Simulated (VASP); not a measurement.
Set up this calculation in VASP 6.6.1, as the native input.

```yaml
Task: single point
Functional: PBE
Potentials_or_basis: VASP PAW PBE potentials, release 64 (Si, Ni)
Cutoff: 520 eV
k_mesh: 14 × 14 × 14
Occupations: gaussian, width 0.15 eV
Spin: no spin polarisation
Dipole_correction: no
Further_INCAR_settings: ALGO = Fast; EDIFF = 1e-06; NBANDS = 25
```

The structure of SiNi3 lies in POSCAR:

```
SiNi3
1.0
    3.3309466589      0.0000000000      0.0000000000
    0.0000000000      3.3309466589      0.0000000000
    0.0000000000      0.0000000000      3.6815726229
Si Ni
1 3
Direct
    0.0000000000      0.0000000000      0.0000000000
    0.0000000000      0.5000000000      0.5000000000
    0.5000000000      0.0000000000      0.5000000000
    0.5000000000      0.5000000000      0.0000000000
```

This cell differs from its parent crystal: strain -0.050 along x and y, +0.050 along z.

These files were run (other wordings do the same):

INCAR

```
PREC     = Accurate       # precision mode
ENCUT    = 520            # plane-wave cutoff, eV
EDIFF    = 1E-6           # SCF threshold, eV
ISMEAR   = 0              # smearing method
SIGMA    = 0.15           # smearing width, eV
LREAL    = False          # projectors in reciprocal space
LASPH    = True           # aspherical terms in the spheres
NELM     = 60             # most SCF steps
ALGO     = Fast           # electronic algorithm
ISIF     = 2              # what is computed and relaxed
LWAVE    = False          # write WAVECAR
LCHARG   = False          # write CHGCAR
GGA      = PE             # functional
NBANDS   = 25             # bands
```

KPOINTS

```
Automatic mesh
0
Gamma
  14 14 14
```

Potentials or basis: VASP PAW PBE potentials, release 64 (Si, Ni).

The run is started by

```sh
$ cat potpaw_PBE.64/Si/POTCAR potpaw_PBE.64/Ni/POTCAR > POTCAR
$ mpirun -np 1 vasp_std > vasp.out
```

Results of the run:

| Quantity | Value |
| --- | --- |
| Pressure | 14.2 GPa |
| Band gap on the k mesh | zero (bands 17 and 18 overlap by 0.57 eV) |

Caveat: the cell differs from its parent crystal (strain -0.050 along x and y, +0.050 along z); the cell stands under pressure.

Wall time 2.2 min on 1 thread of Intel(R) Xeon(R) 6975P-C (Granite Rapids) (shared host), peak memory 0.34 GiB.
